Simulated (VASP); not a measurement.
Crystal: Rh.

```
Rh
1.0
     0.00000    1.89785    1.89785
     1.89785    0.00000    1.89785
     1.89785    1.89785    0.00000
Rh
1
Direct
  0.00000 0.00000 0.00000
```

| Property | Result |
| --- | --- |
| Program | VASP 6.6.1 |
| Task | relaxation of cell and atoms |
| Functional | RPBE |
| Dispersion | D4 |
| Potentials or basis | VASP PAW PBE potentials, release 64 (Rh_pv) |
| Cutoff | 600 eV |
| k mesh | 12 × 12 × 12 |
| Occupations | fermi-dirac, width 0.05 eV |
| Spin | no spin polarisation |

At the start: pressure -5.7 GPa; volume 13.67 Å³/atom.

How do energy, volume and symmetry change on relaxing?

Over 4 steps the energy falls by 5.2 meV/atom and the volume is 13.39 Å³/atom (-2.1 %); space group Fm-3m (No. 225, to 0.1 Å) before and after.

Step by step:
```tsv
step	energy change (eV)	largest force (eV/Å)	pressure (GPa)	volume (Å³)
1	0.0000	0.0000	-5.73	13.67
2	0.0285	0.0000	17.21	12.73
3	-0.0052	0.0000	-0.16	13.40
4	-0.0052	0.0000	0.06	13.39
```

Final structure:
```cif
data_structure
_symmetry_space_group_name_H-M 'P 1'
_symmetry_Int_Tables_number 1
_cell_length_a 2.6653
_cell_length_b 2.6653
_cell_length_c 2.6653
_cell_angle_alpha 60.000
_cell_angle_beta 60.000
_cell_angle_gamma 60.000
_cell_volume 13.39
loop_
_atom_site_label
_atom_site_type_symbol
_atom_site_fract_x
_atom_site_fract_y
_atom_site_fract_z
_atom_site_occupancy
Rh1 Rh 0.00000 0.00000 0.00000 1
```

Caveat: the PAW data sets were made with another functional, which shifts forces and pressure a little.
